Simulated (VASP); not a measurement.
# W3C in VASP: a series of runs

Runs on W3C. Level: PBE. Tasks: relaxation of the atoms.

Program: VASP 6.6.1. These are calculated values, not measurements. Logs are shortened: lines on timing, memory, paths and dates and some standing lists are left out, and cuts for length are marked.

## (1) The cell of the first run

The cell holds a slab with vacuum, 4 atoms: a = 2.757 Å, b = 2.757 Å, c = 19.856 Å, α = 90.00°, β = 90.00°, γ = 109.47°.

## (2) Relaxation of the atoms, PBE

Input file INCAR:

```
SYSTEM = W3C
ALGO     = Fast           ! electronic algorithm
DIPOL    = 0.5 0.5 0.361
EDIFF    = 1E-7           ! SCF threshold, eV
EDIFFG   = -0.025         ! ionic threshold
ENCUT    = 520            ! plane-wave cutoff, eV
GGA      = PE             ! functional
IBRION   = 2              ! ionic algorithm
IDIPOL   = 3            
ISIF     = 2              ! what is computed and relaxed
ISMEAR   = 0              ! smearing method
LASPH    = .TRUE.         ! aspherical terms in the spheres
LCHARG   = .FALSE.        ! write CHGCAR
LDIPOL   = .TRUE.       
LREAL    = .FALSE.        ! projectors in reciprocal space
LWAVE    = .FALSE.        ! write WAVECAR
NELM     = 80             ! most SCF steps
NSW      = 36             ! ionic steps
PREC     = Accurate       ! precision mode
SIGMA    = 0.1            ! smearing width, eV
```

Input file KPOINTS:

```
k-points
0
G
  10 10 1
  0 0 0
```

Input file POSCAR:

```
W3C
1.0
    2.7571643597      0.0000000000      0.0000000000
   -0.9190547866      2.5994794874      0.0000000000
    0.0000000000      0.0000000000     19.8562161029
W C
3 1
Selective dynamics
Direct
    0.5000000000      0.5000000000      0.2014482507  F F F
    0.0000000000      0.0000000000      0.3111437107  F F F
    0.5000000000      0.5000000000      0.4208362792  F F F
    0.5000000000      0.8333333333      0.5099902754  F F T
```

Potentials or basis: VASP PAW PBE potentials, release 64 (W_sv, C).

Command:

```bash
$ cat potpaw_PBE.64/W_sv/POTCAR potpaw_PBE.64/C/POTCAR > POTCAR
$ mpirun -np 1 vasp_std > vasp.out
```

OUTCAR:

```text
SYSTEM = W3C
   EDIFF = 1E-7
   EDIFFG = -0.025
   ENCUT = 520
   GGA = PE
   IBRION = 2
   ISIF = 2
   ISMEAR = 0
   LASPH = .TRUE.
   LREAL = .FALSE.
   NELM = 80
   NSW = 36
   PREC = Accurate

 ion  position               nearest neighbor table
   1  0.500  0.500  0.201-   2 2.70   2 2.70   2 3.13   2 3.13
   2  0.000  0.000  0.311-   3 2.70   3 2.70   1 2.70   1 2.70   3 3.13   3 3.13   1 3.13   1 3.13

   3  0.500  0.500  0.421-   4 1.99   4 2.55   2 2.70   2 2.70   2 3.13   2 3.13
   4  0.500  0.833  0.510-   3 1.99   3 2.55

  LATTYP: Found a base centered orthorhombic cell.
 ALAT       =     3.1836991705
 B/A-ratio  =     1.4142135624
 C/A-ratio  =     6.2368380427

  Lattice vectors:

 A1 = (   2.7571643597,   0.0000000000,   0.0000000000)
 A2 = (  -0.9190547866,   2.5994794874,   0.0000000000)
 A3 = (   0.0000000000,   0.0000000000,  19.8562161029)

Analysis of symmetry for initial positions (statically):
=====================================================================
 Subroutine PRICEL returns:
 Original cell was already a primitive cell.

 Routine SETGRP: Setting up the symmetry group for a
 base centered orthorhombic supercell.

 Subroutine GETGRP returns: Found  1 space group operations
 (whereof  1 operations were pure point group operations)
 out of a pool of  8 trial point group operations.

The static configuration has the point symmetry C_1 .

Analysis of symmetry for dynamics (positions and initial velocities):
=====================================================================
 Subroutine PRICEL returns:
 Original cell was already a primitive cell.

 Routine SETGRP: Setting up the symmetry group for a
 base centered orthorhombic supercell.

 Subroutine GETGRP returns: Found  1 space group operations
 (whereof  1 operations were pure point group operations)
 out of a pool of  8 trial point group operations.

The dynamic configuration has the point symmetry C_1 .

Analysis of constrained symmetry for selective dynamics:
=====================================================================
 Subroutine PRICEL returns:
 Original cell was already a primitive cell.

 Routine SETGRP: Setting up the symmetry group for a
 base centered orthorhombic supercell.

 Subroutine GETGRP returns: Found  1 space group operations
 (whereof  1 operations were pure point group operations)
 out of a pool of  8 trial point group operations.

The constrained configuration has the point symmetry C_1 .

 Subroutine INISYM returns: Found  1 space group operations
 (whereof  1 operations are pure point group operations),
 and found     1 'primitive' translations

----------------------------------------------------------------------------------------

                                     Primitive cell

  volume of cell :     142.3133

  direct lattice vectors                    reciprocal lattice vectors
     2.757164360  0.000000000  0.000000000     0.362691472  0.128230800  0.000000000
    -0.919054787  2.599479487  0.000000000     0.000000000  0.384692399  0.000000000
     0.000000000  0.000000000 19.856216103     0.000000000  0.000000000  0.050362063

  length of vectors
     2.757164360  2.757164360 19.856216103     0.384692399  0.384692399  0.050362063

  position of ions in fractional coordinates (direct lattice)
     0.500000000  0.500000000  0.201448251
     0.000000000  0.000000000  0.311143711
     0.500000000  0.500000000  0.420836279
     0.500000000  0.833333333  0.509990275

  ion indices of the primitive-cell ions
   primitive index   ion index
                 1           1
                 2           2
                 3           3
                 4           4

----------------------------------------------------------------------------------------

 KPOINTS: k-points

Automatic generation of k-mesh.
 Grid dimensions read from file:
 generate k-points for:   10   10    1

 Generating k-lattice:

  Cartesian coordinates                     Fractional coordinates (reciprocal lattice)
     0.036269147  0.012823080  0.000000000     0.100000000 -0.000000000  0.000000000
     0.000000000  0.038469240  0.000000000     0.000000000  0.100000000  0.000000000
     0.000000000  0.000000000  0.050362063     0.000000000  0.000000000  1.000000000

  Length of vectors
     0.038469240  0.038469240  0.050362063

  Shift w.r.t. Gamma in fractional coordinates (k-lattice)
     0.000000000  0.000000000  0.000000000

 Subroutine IBZKPT returns following result:
 ===========================================

 Found     52 irreducible k-points:

 Following reciprocal coordinates:
            Coordinates               Weight
  0.000000  0.000000  0.000000      1.000000
  0.100000  0.000000  0.000000      2.000000
  0.000000  0.100000  0.000000      2.000000
  0.200000  0.000000  0.000000      2.000000
  0.000000  0.200000  0.000000      2.000000
  0.300000 -0.000000  0.000000      2.000000
[... 16 lines left out ...]
 -0.300000  0.100000  0.000000      2.000000
  0.100000 -0.300000  0.000000      2.000000
 [... further k-points ...]
   k-points           NKPTS =     52   k-points in BZ     NKDIM =     52   number of bands    NBANDS=     27
   number of dos      NEDOS =    301   number of ions     NIONS =      4
   total plane-waves  NPLWV =  86400
   dimension x,y,z NGX =    24 NGY =   24 NGZ =  150
   dimension x,y,z NGXF=    48 NGYF=   48 NGZF=  300
   ions per type =               3   1
   NGX,Y,Z   is equivalent  to a cutoff of  14.47, 14.47, 12.56 a.u.
   NGXF,Y,Z  is equivalent  to a cutoff of  28.94, 28.94, 25.12 a.u.
 SYSTEM =  W3C
   PREC   = accura    normal or accurate (medium, high low for compatibility)
   ISTART =      0    job   : 0-new  1-cont  2-samecut
   ICHARG =      2    charge: 1-file 2-atom 10-const
   ISPIN  =      1    spin polarized calculation?
   LNONCOLLINEAR =      F non collinear calculations
   LSORBIT =      F    spin-orbit coupling
   LASPH  =      T    aspherical Exc in radial PAW
   ENCUT  =  520.0 eV  38.22 Ry    6.18 a.u.   5.13  5.13 36.92*2*pi/ulx,y,z
   NELM   =     80;   NELMIN=  2; NELMDL= -5     # of ELM steps
   EDIFF  = 0.1E-06   stopping-criterion for ELM
   LREAL  =      F    real-space projection
   EDIFFG = -.3E-01   stopping-criterion for IOM
   NSW    =     36    number of steps for IOM
   IBRION =      2    ionic relax: 0-MD 1-quasi-New 2-CG
   NFREE  =      1    steps in history (QN), initial steepest desc. (CG)
   ISIF   =      2    stress and relaxation
   ISYM   =      2    0-nonsym 1-usesym 2-fastsym
   POTIM  = 0.5000    time-step for ionic-motion
   TEBEG  =    0.0;   TEEND  =   0.0 temperature during run
   PSTRESS=    0.0 pullay stress
   NELECT =      46.0000    total number of electrons
   NUPDOWN=      -1.0000    fix difference up-down
   EMIN   =  10.00;   EMAX   =-10.00  energy-range for DOS
   EFERMI =   0.00;   METHOD = LEGACY
   ISMEAR =     0;   SIGMA  =   0.10  broadening in eV -4-tet -1-fermi 0-gaus
   EFERMI_NEDOS =   21; number of points for ismear=-14 and -15
   IALGO  =     68    algorithm
   IMIX   =      4    mixing-type and parameters
     AMIX     =   0.40;   BMIX     =  1.00
     AMIX_MAG =   1.60;   BMIX_MAG =  1.00
  volume/ion in A,a.u.               =      35.58       240.09
  Fermi-wavevector in a.u.,A,eV,Ry     =   1.123515  2.123136 17.174447  1.262286
  Thomas-Fermi vector in A             =   2.260182
   LORBIT       =      0    0 simple, 1 ext, 2 COOP (PROOUT), +10 PAW based schemes
   GGA     = PE    functional components
   LHFCALC =     F    Hartree Fock is set to
   AEXX    =    0.0000 exact exchange contribution
   IVDW    =     0    specifies the selected vdW correction
   LEPSILON=     F    determine dielectric tensor
   LRPA    =     F    only Hartree local field effects (RPA)
 conjugate gradient relaxation of ions
 non-spin polarized calculation
 RMM-DIIS sequential band-by-band and
 Gauss-broadening in eV      SIGMA  =   0.10
  energy-cutoff  :      520.00
  volume of cell :      142.31
 maximum number of plane-waves:      3862
 NGX is ok and might be reduce to    24
   NGX = 11   NGY = 11   NGZ = 73

 dipolmoment           0.000000      0.000000     -0.551666 electrons x Angstroem

--------------------------------------- Ionic step        1  -------------------------------------------

 number of electron      45.9999999 magnetization

 Free energy of the ion-electron system (eV)
  ---------------------------------------------------
  ext. energy  EPLUGINS =         0.00000000
  ---------------------------------------------------
  free energy    TOTEN  =       -42.18678030 eV

  energy without entropy =      -42.17447677  energy(sigma->0) =      -42.18062854

------------------------ aborting loop because EDIFF is reached ----------------------------------------

  FORCE on cell =-STRESS in cart. coord.  units (eV):
  Direction    XX          YY          ZZ          XY          YZ          ZX
  --------------------------------------------------------------------------------------
  -------------------------------------------------------------------------------------
  Total       -1.1591490     -1.5961799     -0.3568439     -1.0692974      0.7519254     -1.3081401
  in kB      -13.0498130    -17.9699508     -4.0173836    -12.0382554      8.4652506    -14.7271704
  external PRESSURE =     -11.6790491 kB  Pullay stress =       0.0000000 kB
[... 99 lines left out ...]
  energy  without entropy=      -42.2582947726  energy(sigma->0) =      -42.26493549

--------------------------------------- Ionic step        4  -------------------------------------------

 number of electron      45.9999999 magnetization

 dipolmoment           0.000000      0.000000      0.098296 electrons x Angstroem

 Free energy of the ion-electron system (eV)
  ---------------------------------------------------
  ext. energy  EPLUGINS =         0.00000000
  ---------------------------------------------------
  free energy    TOTEN  =       -42.27161239 eV

  energy without entropy =      -42.25833713  energy(sigma->0) =      -42.26497476

 E-fermi :   0.4053     XC(G=0):  -6.1831

 val. band max:        0.4023765741   @ k =   0.4000   0.3000   0.0000
 cond. band min:       0.4150400036   @ k =   0.4000  -0.0000   0.0000
 fundamental gap:      0.0126634295
 Fermi energy:         0.4052605941

 k-point     1 :       0.0000    0.0000    0.0000
  band No.  band energies     occupation
      1     -73.7021      2.00000
      2     -73.5611      2.00000
      3     -73.3993      2.00000
      4     -38.4103      2.00000
      5     -37.8553      2.00000
      6     -37.6754      2.00000
[... 709 lines left out ...]
     26       1.5916      0.00000
     27       2.3280      0.00000

 [... further k-points ...]

------------------------ aborting loop because EDIFF is reached ----------------------------------------

 vacuum level on the upper side and lower side of the slab       (xc-potential included)         1.106        -1.375

  FORCE on cell =-STRESS in cart. coord.  units (eV):
  Direction    XX          YY          ZZ          XY          YZ          ZX
  --------------------------------------------------------------------------------------
  -------------------------------------------------------------------------------------
  Total        0.0325961      0.1010239      2.2434534     -1.5063282      2.0484566     -2.0496799
  in kB        0.3669699      1.1373372     25.2570190    -16.9583910     23.0617261    -23.0754979
  external PRESSURE =       8.9204420 kB  Pullay stress =       0.0000000 kB

 VOLUME and BASIS-vectors are now :
 -----------------------------------------------------------------------------
  energy-cutoff  :      520.00
  volume of cell :      142.31
      direct lattice vectors                 reciprocal lattice vectors
     2.757164360  0.000000000  0.000000000     0.362691472  0.128230800  0.000000000
    -0.919054787  2.599479487  0.000000000     0.000000000  0.384692399  0.000000000
     0.000000000  0.000000000 19.856216103     0.000000000  0.000000000  0.050362063
[... 10 lines left out ...]
  FREE ENERGIE OF THE ION-ELECTRON SYSTEM (eV)
  ---------------------------------------------------
  free  energy   TOTEN  =       -42.2716123882 eV

  energy  without entropy=      -42.2583371301  energy(sigma->0) =      -42.26497476

 reached required accuracy - stopping structural energy minimisation

 vacuum level on the upper side and lower side of the slab         7.608         5.045
```

Run time: 27 min. Hardware: 1 thread of Oxide Virtual Turin-like, shared host; peak memory 0.37 GiB.

Results:

| Item | Value |
| --- | --- |
| Free energy | -42.2716 eV |
| Energy gained by relaxing | 21.2 meV/atom |
| Ionic steps | 4 |
| Band gap on the k mesh | zero (bands 23 and 24 overlap by 1.35 eV) |

The path:
```tsv
step	energy change (eV)	largest force on free atoms (eV/Å)	pressure (GPa)
1	0.0000	1.2961	-1.17
2	-0.0633	0.7052	-0.17
3	-0.0848	0.0322	0.94
4	-0.0848	0.0041	0.89
```

Final structure:
```
W C
1.0
     2.75716    0.00000    0.00000
    -0.91905    2.59948    0.00000
     0.00000    0.00000   19.85622
W C
3 1
Direct
  0.50000 0.50000 0.20145
  0.00000 0.00000 0.31114
  0.50000 0.50000 0.42084
  0.50000 0.83333 0.50390
```

Levels at points of the mesh, in eV from the Fermi level:
```csv
k point,band 21,band 22,band 23,band 24,band 25,band 26
"(0.00, 0.00, 0.00)",-1.19,-0.89,-0.50,0.48,1.05,1.52
"(0.50, 0.00, 0.00)",-1.52,-0.18,0.79,1.46,2.21,2.51
"(0.00, 0.50, 0.00)",-1.10,-0.27,0.97,1.38,1.78,2.20
"(0.50, 0.50, 0.00)",-0.81,-0.08,0.87,1.32,1.67,2.53
```

Caveat: spin-orbit coupling is left out, which moves the levels of the heavy elements.

## (3) Relaxation of the atoms, PBE

Input file INCAR:

```
PREC = Accurate
ENCUT = 520
EDIFF = 1E-6
ISMEAR = 0
SIGMA = 0.1
LREAL = False
LASPH = True
NELM = 80
ALGO = Fast
ISIF = 2
LWAVE = False
LCHARG = False
LDIPOL = True
IDIPOL = 3
DIPOL = 0.5 0.5 0.359
GGA = PE
IBRION = 2
NSW = 36
EDIFFG = -0.025
```

Input file KPOINTS:

```
regular mesh
0
Gamma
  10 10 1
```

Edit POSCAR of step 2 so:

```diff
@@ -12,2 +12,2 @@
     0.5000000000      0.5000000000      0.4208362792  F F F
-    0.5000000000      0.8333333333      0.5099902754  F F T
+    0.6666666667      1.1666666667      0.5014155794  F F T
```

Potentials or basis: VASP PAW PBE potentials, release 64 (W_sv, C).

Command:

```bash
$ cat potpaw_PBE.64/W_sv/POTCAR potpaw_PBE.64/C/POTCAR > POTCAR
$ mpirun -np 1 vasp_std > vasp.out
```

Wall time 20 min (1 thread of Oxide Virtual Turin-like, shared host); peak memory 0.36 GiB.

Results (log left out):

```
Free energy               : -42.8326 eV
Energy gained by relaxing : 41.7 meV/atom
Ionic steps               : 4
Band gap on the k mesh    : zero (bands 23 and 24 overlap by 1.45 eV)
```

Step by step:
```tsv
step	energy change (eV)	largest force on free atoms (eV/Å)	pressure (GPa)
1	0.0000	1.7394	-0.53
2	-0.1203	1.0648	0.94
3	-0.1666	0.0572	2.75
4	-0.1667	0.0130	2.65
```

Final structure:
```yaml
crystal:
  lattice:
    - [2.75716, 0.00000, 0.00000]
    - [-0.91905, 2.59948, 0.00000]
    - [0.00000, 0.00000, 19.85622]
  atoms:
    - { symbol: W, position: [0.50000, 0.50000, 0.20145] }
    - { symbol: W, position: [0.00000, 0.00000, 0.31114] }
    - { symbol: W, position: [0.50000, 0.50000, 0.42084] }
    - { symbol: C, position: [0.66667, 0.16667, 0.49313] }
```

Levels at points of the mesh, in eV from the Fermi level:
```
           k point  band 21  band 22  band 23  band 24  band 25  band 26
(0.00, 0.00, 0.00)    -1.29    -1.06    -0.54     0.32     1.28     1.76
(0.50, 0.00, 0.00)    -1.32    -0.79     0.85     1.25     2.23     2.53
(0.00, 0.50, 0.00)    -1.05    -0.44     0.91     1.57     2.14     2.23
(0.50, 0.50, 0.00)    -1.36     0.22     1.06     1.42     1.60     2.13
```

Caveat: spin-orbit coupling is left out, which moves the levels of the heavy elements.

## (4) Relaxation of the atoms, PBE

Input file INCAR:

```
SYSTEM = W3C
PREC     = Accurate       ! precision mode
ENCUT    = 520            ! plane-wave cutoff, eV
EDIFF    = 1E-6           ! SCF threshold, eV
ISMEAR   = 0              ! smearing method
SIGMA    = 0.1            ! smearing width, eV
LREAL    = .FALSE.        ! projectors in reciprocal space
LASPH    = .TRUE.         ! aspherical terms in the spheres
NELM     = 60             ! most SCF steps
ALGO     = Fast           ! electronic algorithm
ISIF     = 2              ! what is computed and relaxed
LWAVE    = .FALSE.        ! write WAVECAR
LCHARG   = .FALSE.        ! write CHGCAR
LDIPOL   = .TRUE.       
IDIPOL   = 3            
DIPOL    = 0.5 0.5 0.357
GGA      = PE             ! functional
IBRION   = 2              ! ionic algorithm
NSW      = 36             ! ionic steps
EDIFFG   = -0.025         ! ionic threshold
```

Input file KPOINTS:

```
Automatic mesh
0
G
  10 10 1
  0 0 0
```

Edit POSCAR of step 3 so:

```diff
@@ -12,2 +12,2 @@
     0.5000000000      0.5000000000      0.4208362792  F F F
-    0.6666666667      1.1666666667      0.5014155794  F F T
+    0.6666666667      1.0000000000      0.4963793732  F F T
```

Command:

```bash
$ cat potpaw_PBE.64/W_sv/POTCAR potpaw_PBE.64/C/POTCAR > POTCAR
$ mpirun -np 1 vasp_std > vasp.out
```

Wall time 19 min (1 thread of Oxide Virtual Turin-like, shared host); peak memory 0.37 GiB.

Results (log left out):

| Quantity | Value |
| --- | --- |
| Free energy | -42.8451 eV |
| Energy gained by relaxing | 38.3 meV/atom |
| Ionic steps | 4 |
| Band gap on the k mesh | zero (bands 23 and 24 overlap by 1.23 eV) |

The path:
| step | energy change (eV) | largest force on free atoms (eV/Å) | pressure (GPa) |
| --- | --- | --- | --- |
| 1 | 0.0000 | 1.7878 | 0.59 |
| 2 | -0.1208 | 0.9361 | 2.17 |
| 3 | -0.1530 | 0.0313 | 3.51 |
| 4 | -0.1530 | 0.0165 | 3.58 |

Final structure:
```
W C
1.0
     2.75716    0.00000    0.00000
    -0.91905    2.59948    0.00000
     0.00000    0.00000   19.85622
W C
3 1
Direct
  0.50000 0.50000 0.20145
  0.00000 0.00000 0.31114
  0.50000 0.50000 0.42084
  0.66667 0.00000 0.48864
```

Levels at points of the mesh, in eV from the Fermi level:
```
           k point  band 20  band 21  band 22  band 23  band 24  band 25  band 26  band 27
(0.00, 0.00, 0.00)    -1.56    -1.38    -1.16    -0.06     0.14     0.75     1.23     1.84
(0.50, 0.00, 0.00)    -2.02    -1.52    -1.24     0.74     1.14     2.20     2.57     2.69
(0.00, 0.50, 0.00)    -2.19    -0.94    -0.46     0.35     0.96     1.80     2.20     2.71
(0.50, 0.50, 0.00)    -2.28    -1.02     0.28     0.67     1.39     1.68     2.58     3.83
```

Caveat: spin-orbit coupling is left out, which moves the levels of the heavy elements.

## (5) Summary

```csv
cell,gap on the mesh (eV)
"atoms relaxed, atomic positions A",none
"atoms relaxed, atomic positions B",none
"atoms relaxed, atomic positions C",none
```

Alike in all rows: task relaxation of the atoms; level PBE; potentials or basis VASP PAW PBE potentials, release 64 (W_sv, C); no spin polarisation; k mesh 10 × 10 × 1; cutoff (eV) 520; smearing gaussian 0.1 eV.

Caveats: spin-orbit coupling is left out, which moves the levels of the heavy elements.

Total energies depend on the potentials used, so only differences within one code and one set of settings carry meaning.
